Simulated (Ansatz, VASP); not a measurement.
Ni: VASP beside Ansatz

File INCAR:

```
PREC = Accurate
ENCUT = 520
EDIFF = 1E-6
ISMEAR = -1
SIGMA = 0.1
LREAL = F
LASPH = T
NELM = 150
ALGO = Normal
ISIF = 2
LWAVE = F
LCHARG = T
ISPIN = 2
MAGMOM = 1 1 1
LORBIT = 11
LMAXMIX = 4
LELF = T
LVHAR = T
NBANDS = 26
```

The input KPOINTS:

```
Automatic mesh
0
Gamma
  19 19 7
```

Contents of POSCAR:

```
Ni
1.0
    0.0000000000      1.7125382447     -1.7125382447
   -1.7125382447      0.0000000000      1.7125382447
    3.4250764894      3.4250764894      3.4250764894
Ni
3
Direct
    0.0000000000      0.0000000000      0.0000000000
    0.3333333330      0.6666666670      0.3333333330
    0.6666666670      0.3333333330      0.6666666670
```

Input for Ansatz:

```yaml
crystal:
  lattice:
    - [0.0, 1.7125382447, -1.7125382447]
    - [-1.7125382447, 0.0, 1.7125382447]
    - [3.4250764894, 3.4250764894, 3.4250764894]
  atoms:
    - { symbol: Ni, position: [0.0, 0.0, 0.0], spin: 1.0 }
    - { symbol: Ni, position: [0.333333333, 0.666666667, 0.333333333], spin: 1.0 }
    - { symbol: Ni, position: [0.666666667, 0.333333333, 0.666666667], spin: 1.0 }
magnetization:
  spin_polarized: true
kpoints:
  mp_grid: { grid: [19, 19, 7] }
scf:
  occupations: { method: fermi_dirac, width: 0.1 }
hamiltonian:
  xc: lda
  pseudopotentials: { kind: paw }
output:
  forces: true
  stress: true
  eigenvalues: true
```

Alike in both runs: task single point; functional LDA; k mesh 19 × 19 × 7; occupations fermi-dirac, width 0.1 eV; collinear spin.

```csv
,VASP,Ansatz
version,VASP 6.6.1,Ansatz 0.2.0
potentials or method,"VASP PAW LDA potentials, release 64 (Ni)","PAW with Ansatz's default frozen-core files, scalar-relativistic"
plane-wave cutoff (eV),520,420
valence electrons in the cell,30,54
```

Ansatz gave:

* pressure (GPa): 0.0
* net moment per atom (μB): 0.57
* size of the moment on the site where the two differ most (μB): 0.59

Problem. What did VASP give for the same quantities?

Solution. Pressure (GPa): -0.2; net moment per atom (μB): 0.54; size of the moment on the site where the two differ most (μB): 0.54.

LDA's correlation is that of Perdew and Zunger in VASP and of Perdew and Wang (1992) in Ansatz. Site moments also hang on the region over which each program counts them. VASP's potentials hold 30 valence electrons a cell and Ansatz's 54, so a difference there can come from the potentials and not from the codes.
